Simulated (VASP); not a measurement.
# TiH3 (Pm-3m) in VASP: further runs

TiH3 is run at these levels: PBEsol; tasks: single point.

All numbers are computed with VASP 6.6.1; they aren't measurements. Logs are shortened: lines on timing, memory, paths and dates and some standing lists are left out, and cuts for length are marked.

### 1 The cell of the first run

The structure is cubic, space group Pm-3m (No. 221). Conventional cell: a = 2.835 Å, b = 2.835 Å, c = 2.835 Å, α = 90.00°, β = 90.00°, γ = 90.00°. Within 2.7 Å of Ti (site symmetry m-3m) lie 12 H at 2.00 Å. Within 2.7 Å of H (site symmetry 4/mmm) lie 4 Ti at 2.00 Å and 8 H at 2.00 Å.

### 2 Single point, PBEsol

File INCAR:

```
ALGO = Normal
EDIFF = 1E-7
ENCUT = 520
GGA = PS
ISIF = 2
ISMEAR = -1
LASPH = T
LCHARG = T
LELF = T
LREAL = F
LVHAR = T
LWAVE = F
NBANDS = 16
NELM = 100
PREC = Accurate
SIGMA = 0.1
```

File KPOINTS:

```
k-points
0
Gamma
  16 16 16
```

File POSCAR:

```
TiH3
1.0
    2.8346518692      0.0000000000      0.0000000000
    0.0000000000      2.8346518692      0.0000000000
    0.0000000000      0.0000000000      2.8346518692
Ti H
1 3
Direct
    0.0000000000      0.0000000000      0.0000000000
    0.0000000000      0.5000000000      0.5000000000
    0.5000000000      0.0000000000      0.5000000000
    0.5000000000      0.5000000000      0.0000000000
```

Potentials or basis: VASP PAW PBE potentials, release 64 (Ti_sv, H).

Command:

```console
> cat potpaw_PBE.64/Ti_sv/POTCAR potpaw_PBE.64/H/POTCAR > POTCAR
> mpirun -np 1 vasp_std > vasp.out
```

OUTCAR:

```text
EDIFF = 1E-7
   ENCUT = 520
   GGA = PS
   ISIF = 2
   ISMEAR = -1
   LASPH = T
   LREAL = F
   NELM = 100
   PREC = Accurate

 ion  position               nearest neighbor table
   1  0.000  0.000  0.000-
   2  0.000  0.500  0.500-
   3  0.500  0.000  0.500-
   4  0.500  0.500  0.000-

  LATTYP: Found a simple cubic cell.
 ALAT       =     2.8346518692

  Lattice vectors:

 A1 = (   2.8346518692,   0.0000000000,   0.0000000000)
 A2 = (   0.0000000000,   2.8346518692,   0.0000000000)
 A3 = (   0.0000000000,   0.0000000000,   2.8346518692)

Analysis of symmetry for initial positions (statically):
=====================================================================
 Subroutine PRICEL returns:
 Original cell was already a primitive cell.

 Routine SETGRP: Setting up the symmetry group for a
 simple cubic supercell.

 Subroutine GETGRP returns: Found 48 space group operations
 (whereof 48 operations were pure point group operations)
 out of a pool of 48 trial point group operations.

The static configuration has the point symmetry O_h .

Analysis of symmetry for dynamics (positions and initial velocities):
=====================================================================
 Subroutine PRICEL returns:
 Original cell was already a primitive cell.

 Routine SETGRP: Setting up the symmetry group for a
 simple cubic supercell.

 Subroutine GETGRP returns: Found 48 space group operations
 (whereof 48 operations were pure point group operations)
 out of a pool of 48 trial point group operations.

The dynamic configuration has the point symmetry O_h .

 Subroutine INISYM returns: Found 48 space group operations
 (whereof 48 operations are pure point group operations),
 and found     1 'primitive' translations

----------------------------------------------------------------------------------------

                                     Primitive cell

  volume of cell :      22.7771

  direct lattice vectors                    reciprocal lattice vectors
     2.834651869  0.000000000  0.000000000     0.352777006  0.000000000  0.000000000
     0.000000000  2.834651869  0.000000000     0.000000000  0.352777006  0.000000000
     0.000000000  0.000000000  2.834651869     0.000000000  0.000000000  0.352777006

  length of vectors
     2.834651869  2.834651869  2.834651869     0.352777006  0.352777006  0.352777006

  position of ions in fractional coordinates (direct lattice)
     0.000000000  0.000000000  0.000000000
     0.000000000  0.500000000  0.500000000
     0.500000000  0.000000000  0.500000000
     0.500000000  0.500000000  0.000000000

  ion indices of the primitive-cell ions
   primitive index   ion index
                 1           1
                 2           2
                 3           3
                 4           4

----------------------------------------------------------------------------------------

 KPOINTS: k-points

Automatic generation of k-mesh.
 Grid dimensions read from file:
 generate k-points for:   16   16   16

 Generating k-lattice:

  Cartesian coordinates                     Fractional coordinates (reciprocal lattice)
     0.022048563  0.000000000  0.000000000     0.062500000  0.000000000  0.000000000
     0.000000000  0.022048563  0.000000000     0.000000000  0.062500000  0.000000000
     0.000000000  0.000000000  0.022048563     0.000000000  0.000000000  0.062500000

  Length of vectors
     0.022048563  0.022048563  0.022048563

  Shift w.r.t. Gamma in fractional coordinates (k-lattice)
     0.000000000  0.000000000  0.000000000

 Subroutine IBZKPT returns following result:
 ===========================================

 Found    165 irreducible k-points:

 Following reciprocal coordinates:
            Coordinates               Weight
  0.000000  0.000000  0.000000      1.000000
  0.062500  0.000000  0.000000      6.000000
  0.125000  0.000000  0.000000      6.000000
  0.187500  0.000000  0.000000      6.000000
  0.250000  0.000000  0.000000      6.000000
  0.312500  0.000000  0.000000      6.000000
[... 16 lines left out ...]
  0.437500  0.125000  0.000000     24.000000
  0.500000  0.125000  0.000000     12.000000
 [... further k-points ...]
   k-points           NKPTS =    165   k-points in BZ     NKDIM =    165   number of bands    NBANDS=     16
   number of dos      NEDOS =    301   number of ions     NIONS =      4
   total plane-waves  NPLWV =  13824
   dimension x,y,z NGX =    24 NGY =   24 NGZ =   24
   dimension x,y,z NGXF=    48 NGYF=   48 NGZF=   48
   ions per type =               1   3
   NGX,Y,Z   is equivalent  to a cutoff of  14.08, 14.08, 14.08 a.u.
   NGXF,Y,Z  is equivalent  to a cutoff of  28.15, 28.15, 28.15 a.u.
 SYSTEM =  unknown system
   PREC   = accura    normal or accurate (medium, high low for compatibility)
   ISTART =      0    job   : 0-new  1-cont  2-samecut
   ICHARG =      2    charge: 1-file 2-atom 10-const
   ISPIN  =      1    spin polarized calculation?
   LNONCOLLINEAR =      F non collinear calculations
   LSORBIT =      F    spin-orbit coupling
   LASPH  =      T    aspherical Exc in radial PAW
   ENCUT  =  520.0 eV  38.22 Ry    6.18 a.u.   5.27  5.27  5.27*2*pi/ulx,y,z
   NELM   =    100;   NELMIN=  2; NELMDL= -5     # of ELM steps
   EDIFF  = 0.1E-06   stopping-criterion for ELM
   LREAL  =      F    real-space projection
   EDIFFG = 0.1E-05   stopping-criterion for IOM
   NSW    =      0    number of steps for IOM
   IBRION =     -1    ionic relax: 0-MD 1-quasi-New 2-CG
   NFREE  =      0    steps in history (QN), initial steepest desc. (CG)
   ISIF   =      2    stress and relaxation
   ISYM   =      2    0-nonsym 1-usesym 2-fastsym
   POTIM  = 0.5000    time-step for ionic-motion
   TEBEG  =    0.0;   TEEND  =   0.0 temperature during run
   PSTRESS=    0.0 pullay stress
   NELECT =      15.0000    total number of electrons
   NUPDOWN=      -1.0000    fix difference up-down
   EMIN   =  10.00;   EMAX   =-10.00  energy-range for DOS
   EFERMI =   0.00;   METHOD = LEGACY
   ISMEAR =    -1;   SIGMA  =   0.10  broadening in eV -4-tet -1-fermi 0-gaus
   EFERMI_NEDOS =   21; number of points for ismear=-14 and -15
   IALGO  =     38    algorithm
   IMIX   =      4    mixing-type and parameters
     AMIX     =   0.40;   BMIX     =  1.00
     AMIX_MAG =   1.60;   BMIX_MAG =  1.00
  volume/ion in A,a.u.               =       5.69        38.43
  Fermi-wavevector in a.u.,A,eV,Ry     =   1.424313  2.691562 27.601708  2.028668
  Thomas-Fermi vector in A             =   2.544818
   LORBIT       =      0    0 simple, 1 ext, 2 COOP (PROOUT), +10 PAW based schemes
   GGA     = PS    functional components
   LHFCALC =     F    Hartree Fock is set to
   AEXX    =    0.0000 exact exchange contribution
   IVDW    =     0    specifies the selected vdW correction
   LEPSILON=     F    determine dielectric tensor
   LRPA    =     F    only Hartree local field effects (RPA)
 non-spin polarized calculation
  energy-cutoff  :      520.00
  volume of cell :       22.78
 maximum number of plane-waves:       627
 NGX is ok and might be reduce to    24
   NGX = 11   NGY = 11   NGZ = 11

 number of electron      14.9999993 magnetization

 Free energy of the ion-electron system (eV)
  ---------------------------------------------------
  ext. energy  EPLUGINS =         0.00000000
  ---------------------------------------------------
  free energy    TOTEN  =       -19.35133044 eV

  energy without entropy =      -19.31713913  energy(sigma->0) =      -19.33423479

 E-fermi :   7.7455     XC(G=0): -12.0288

 val. band max:        7.7413658185   @ k =   0.3125   0.2500   0.1250
 cond. band min:       7.7463763506   @ k =   0.3750   0.3125   0.1875
 fundamental gap:      0.0050105321
 Fermi energy:         7.7455276827

 k-point     1 :       0.0000    0.0000    0.0000
  band No.  band energies     occupation
      1     -49.1853      2.00000
      2     -25.3104      2.00000
      3     -25.3104      2.00000
      4     -25.3104      2.00000
      5      -3.9198      2.00000
      6       4.0778      2.00000
[... 8 lines left out ...]
     15      17.5383      0.00000
     16      23.6259      0.00000

 k-point     2 :       0.0625    0.0000    0.0000
  band No.  band energies     occupation
      1     -49.1830      2.00000
      2     -25.3317      2.00000
      3     -25.3086      2.00000
      4     -25.3086      2.00000
      5      -3.8396      2.00000
      6       4.0645      2.00000
[... 8 lines left out ...]
     15      17.7477      0.00000
     16      24.0163      0.00000

 k-point     3 :       0.1250    0.0000    0.0000
  band No.  band energies     occupation
      1     -49.1762      2.00000
      2     -25.3922      2.00000
      3     -25.3035      2.00000
      4     -25.3035      2.00000
      5      -3.6022      2.00000
      6       4.0020      2.00000
[... 8 lines left out ...]
     15      18.1673      0.00000
     16      25.0888      0.00000

 k-point     4 :       0.1875    0.0000    0.0000
  band No.  band energies     occupation
      1     -49.1660      2.00000
      2     -25.4817      2.00000
      3     -25.2959      2.00000
      4     -25.2959      2.00000
      5      -3.2167      2.00000
      6       3.8292      2.00000
[... 8 lines left out ...]
     15      18.8098      0.00000
     16      26.5517      0.00000
[... 324 lines left out ...]
 k-point    22 :       0.3750    0.1250    0.0000
  band No.  band energies     occupation
      1     -49.1228      2.00000
      2     -25.7624      2.00000
      3     -25.3457      2.00000
      4     -25.2638      2.00000
      5      -1.1021      2.00000
      6       2.3744      2.00000
[... 8 lines left out ...]
     15      22.9145      0.00000
     16      23.6100      0.00000

 k-point    23 :       0.4375    0.1250    0.0000
  band No.  band energies     occupation
      1     -49.1160      2.00000
      2     -25.8187      2.00000
      3     -25.3399      2.00000
      4     -25.2588      2.00000
      5      -0.3524      2.00000
      6       1.5809      2.00000
[... 8 lines left out ...]
     15      23.0957      0.00000
     16      24.2915      0.00000

 k-point    24 :       0.5000    0.1250    0.0000
  band No.  band energies     occupation
      1     -49.1136      2.00000
      2     -25.8384      2.00000
      3     -25.3378      2.00000
      4     -25.2570      2.00000
      5       0.1664      2.00000
      6       1.0424      2.00000
[... 8 lines left out ...]
     15      23.8523      0.00000
     16      24.6437      0.00000

 [... further k-points ...]

------------------------ aborting loop because EDIFF is reached ----------------------------------------

  FORCE on cell =-STRESS in cart. coord.  units (eV):
  Direction    XX          YY          ZZ          XY          YZ          ZX
  --------------------------------------------------------------------------------------
  -------------------------------------------------------------------------------------
  Total        0.4391824      0.4391824      0.4391824      0.0000000     -0.0000000      0.0000000
  in kB       30.8927341     30.8927341     30.8927341      0.0000000     -0.0000000      0.0000000
  external PRESSURE =      30.8927341 kB  Pullay stress =       0.0000000 kB

 VOLUME and BASIS-vectors are now :
 -----------------------------------------------------------------------------
  energy-cutoff  :      520.00
  volume of cell :       22.78
      direct lattice vectors                 reciprocal lattice vectors
     2.834651869  0.000000000  0.000000000     0.352777006  0.000000000  0.000000000
     0.000000000  2.834651869  0.000000000     0.000000000  0.352777006  0.000000000
     0.000000000  0.000000000  2.834651869     0.000000000  0.000000000  0.352777006

 POSITION                                       TOTAL-FORCE (eV/Angst)
 -----------------------------------------------------------------------------------
      0.00000      0.00000      0.00000         0.000000      0.000000      0.000000
      0.00000      1.41733      1.41733         0.000000      0.000000      0.000000
      1.41733      0.00000      1.41733         0.000000      0.000000      0.000000
      1.41733      1.41733      0.00000         0.000000      0.000000      0.000000
 -----------------------------------------------------------------------------------
    total drift:                                0.000000      0.000000      0.000000

  FREE ENERGIE OF THE ION-ELECTRON SYSTEM (eV)
  ---------------------------------------------------
  free  energy   TOTEN  =       -19.3513304360 eV

  energy  without entropy=      -19.3171391345  energy(sigma->0) =      -19.33423479
```

Run time: 70 s. Hardware: 1 thread of Intel Xeon 8259CL, shared host; peak memory 0.18 GiB.

What came out:

* Free energy: -19.3513 eV
* Pressure: 3.1 GPa
* Band gap on the k mesh: zero (an odd number of electrons rules out a gap without spin polarisation)

Levels at points of the mesh, in eV from the Fermi level:
```csv
k point,band 5,band 6,band 7,band 8,band 9,band 10
"(0.00, 0.00, 0.00)",-11.67,-3.67,-3.67,2.48,2.48,2.48
"(0.50, 0.00, 0.00)",-7.66,-7.03,-1.29,0.63,0.63,1.92
"(0.50, 0.50, 0.00)",-7.00,-3.76,-3.76,-1.45,1.08,1.08
"(0.50, 0.50, 0.50)",-5.69,-5.69,-5.69,3.60,3.60,4.60
```

Caveat: the cell stands under pressure; the PAW data sets were made with another functional, which shifts forces and pressure a little.

### 3 Single point, PBEsol

This run uses another cell than the first one, of 5.81 Å³/atom.

File INCAR:

```
PREC = Accurate
ENCUT = 520
EDIFF = 1E-7
ISMEAR = -1
SIGMA = 0.1
LREAL = False
LASPH = True
NELM = 80
ALGO = Normal
ISIF = 2
LWAVE = False
LCHARG = False
GGA = PS
NBANDS = 16
```

File KPOINTS:

```
Automatic mesh
0
Gamma
  16 16 16
```

File POSCAR:

```
TiH3
1.0
    2.8538055034      0.0000000000      0.0000000000
    0.0000000000      2.8538055034      0.0000000000
    0.0000000000      0.0000000000      2.8538055034
Ti H
1 3
Direct
    0.0000000000      0.0000000000      0.0000000000
    0.0000000000      0.5000000000      0.5000000000
    0.5000000000      0.0000000000      0.5000000000
    0.5000000000      0.5000000000      0.0000000000
```

Potentials or basis: VASP PAW PBE potentials, release 64 (Ti_sv, H).

Command:

```console
> cat potpaw_PBE.64/Ti_sv/POTCAR potpaw_PBE.64/H/POTCAR > POTCAR
> mpirun -np 1 vasp_std > vasp.out
```

OUTCAR:

```text
PREC = Accurate
   ENCUT = 520
   EDIFF = 1E-7
   ISMEAR = -1
   LREAL = False
   LASPH = True
   NELM = 80
   ISIF = 2
   GGA = PS

 ion  position               nearest neighbor table
   1  0.000  0.000  0.000-
   2  0.000  0.500  0.500-
   3  0.500  0.000  0.500-
   4  0.500  0.500  0.000-

  LATTYP: Found a simple cubic cell.
 ALAT       =     2.8538055034

  Lattice vectors:

 A1 = (   2.8538055034,   0.0000000000,   0.0000000000)
 A2 = (   0.0000000000,   2.8538055034,   0.0000000000)
 A3 = (   0.0000000000,   0.0000000000,   2.8538055034)

Analysis of symmetry for initial positions (statically):
=====================================================================
 Subroutine PRICEL returns:
 Original cell was already a primitive cell.

 Routine SETGRP: Setting up the symmetry group for a
 simple cubic supercell.

 Subroutine GETGRP returns: Found 48 space group operations
 (whereof 48 operations were pure point group operations)
 out of a pool of 48 trial point group operations.

[... 167 lines left out ...]

 val. band max:        7.5310076111   @ k =   0.3125   0.2500   0.1250
 cond. band min:       7.5847021792   @ k =   0.3750   0.1250   0.0000
 fundamental gap:      0.0536945681
 Fermi energy:         7.5337367653

 k-point     1 :       0.0000    0.0000    0.0000
  band No.  band energies     occupation
      1     -49.4282      2.00000
      2     -25.5651      2.00000
      3     -25.5651      2.00000
      4     -25.5651      2.00000
      5      -3.9920      2.00000
      6       3.9374      2.00000
[... 433 lines left out ...]
      3     -25.5909      2.00000
      4     -25.5154      2.00000
      5       0.0335      2.00000
      6       0.9032      2.00000
[... 8 lines left out ...]
     15      23.4076      0.00000
     16      24.1363      0.00000

 [... further k-points ...]

------------------------ aborting loop because EDIFF is reached ----------------------------------------

  FORCE on cell =-STRESS in cart. coord.  units (eV):
  Direction    XX          YY          ZZ          XY          YZ          ZX
  --------------------------------------------------------------------------------------
  -------------------------------------------------------------------------------------
  Total       -0.0146157     -0.0146157     -0.0146157      0.0000000     -0.0000000     -0.0000000
  in kB       -1.0075271     -1.0075271     -1.0075271      0.0000000     -0.0000000     -0.0000000
  external PRESSURE =      -1.0075271 kB  Pullay stress =       0.0000000 kB

 VOLUME and BASIS-vectors are now :
 -----------------------------------------------------------------------------
  energy-cutoff  :      520.00
  volume of cell :       23.24
      direct lattice vectors                 reciprocal lattice vectors
     2.853805503  0.000000000  0.000000000     0.350409304  0.000000000  0.000000000
     0.000000000  2.853805503  0.000000000     0.000000000  0.350409304  0.000000000
     0.000000000  0.000000000  2.853805503     0.000000000  0.000000000  0.350409304

 POSITION                                       TOTAL-FORCE (eV/Angst)
 -----------------------------------------------------------------------------------
      0.00000      0.00000      0.00000         0.000000      0.000000      0.000000
      0.00000      1.42690      1.42690         0.000000      0.000000      0.000000
      1.42690      0.00000      1.42690         0.000000      0.000000      0.000000
      1.42690      1.42690      0.00000         0.000000      0.000000      0.000000
 -----------------------------------------------------------------------------------
    total drift:                                0.000000      0.000000      0.000000

  FREE ENERGIE OF THE ION-ELECTRON SYSTEM (eV)
  ---------------------------------------------------
  free  energy   TOTEN  =       -19.3563369632 eV

  energy  without entropy=      -19.3215961990  energy(sigma->0) =      -19.33896658
```

Run time: 66 s. Hardware: 1 thread of Intel Xeon 8259CL, shared host; peak memory 0.18 GiB.

Results:

```yaml
Free_energy: -19.3563 eV
Pressure: -0.1 GPa
Band_gap_on_the_k_mesh: zero (an odd number of electrons rules out a gap without spin polarisation)
```

Caveat: the PAW data sets were made with another functional, which shifts forces and pressure a little.

(Continued in part 2 of 2.)
